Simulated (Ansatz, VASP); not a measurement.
# LiGeN in VASP and in Ansatz

The input INCAR:

```
SYSTEM = LiGeN
ALGO = Normal
EDIFF = 1E-7
EDIFFG = -0.01
ENCUT = 750
GGA = PE
GGA_COMPAT = .FALSE.
IBRION = 2
ISIF = 3
ISMEAR = 0
KPAR = 4
LASPH = .TRUE.
LCHARG = .FALSE.
LREAL = .FALSE.
LWAVE = .FALSE.
NELM = 120
NELMIN = 4
NSW = 100
PREC = Accurate
SIGMA = 0.1
```

File KPOINTS:

```
k-points
0
G
  14 14 8
  0 0 0
```

The input POSCAR:

```
LiGeN
1.0
    1.5124283419     -4.8855123081      0.0000000000
    1.5124283419      4.8855123081      0.0000000000
    0.0000000000      0.0000000000      4.7892004894
Li Ge N
2 2 2
Direct
    0.7651962498      0.2348037502      0.2500000000
    0.2348037502      0.7651962498      0.7500000000
    0.5000000000      0.5000000000      0.0000000000
    0.5000000000      0.5000000000      0.5000000000
    0.1229349583      0.8770650417      0.2500000000
    0.8770650417      0.1229349583      0.7500000000
```

Input for Ansatz:

```yaml
crystal:
  lattice:
    - [1.5124283456, -4.8855123048, 0.0]
    - [1.5124283456, 4.8855123048, 0.0]
    - [0.0, 0.0, 4.78920053]
  atoms:
    - { symbol: Li, position: [0.7651962515, 0.2348037485, 0.25] }
    - { symbol: Li, position: [0.2348037485, 0.7651962515, 0.75] }
    - { symbol: Ge, position: [0.5, 0.5, 0.0] }
    - { symbol: Ge, position: [0.5, 0.5, 0.5] }
    - { symbol: "N", position: [0.1229349592, 0.8770650408, 0.25] }
    - { symbol: "N", position: [0.8770650408, 0.1229349592, 0.75] }
basis:
  ecutwfc: 420
kpoints:
  mp_grid: { grid: [14, 14, 8] }
hamiltonian:
  xc: pbe
scf:
  occupations: { method: gaussian, width: 0.1 }
output:
  forces: true
  stress: true
  eigenvalues: true
  write_density: true
  write_potential: true
  elf: true
  volumetric_format: npy
relax:
  adjacent_minimum: "off"
  f_tol: 0.01
  max_steps: 80
  cell: { stress_tol: 0.05 }
```

Alike in both runs: task relaxation of cell and atoms; functional PBE; k mesh 14 × 14 × 8; occupations gaussian, width 0.1 eV; no spin polarisation.

|  | VASP | Ansatz |
| --- | --- | --- |
| version | VASP 6.6.1 | Ansatz 0.2.0 |
| potentials or method | VASP PAW PBE potentials, release 64 (Li_sv, Ge_d, N), cutoff 750 eV | scalar-relativistic, plane waves, PAW |
| valence electrons in the cell | 44 | 44 |

Ansatz gave:

```
gap on the k mesh at the Fermi level, each at its own relaxed structure (eV) : none
relaxed volume (Å³/atom)                                                     : 11.87
relaxed cell length with the largest relative difference (Å)                 : 5.093
```

Problem. Estimate VASP's values.

Solution. gap on the k mesh at the Fermi level, each at its own relaxed structure (eV): none; relaxed volume (Å³/atom): 11.86; relaxed cell length with the largest relative difference (Å): 5.087.

A gap of «none» marks a metal or a gap that the smearing closes.
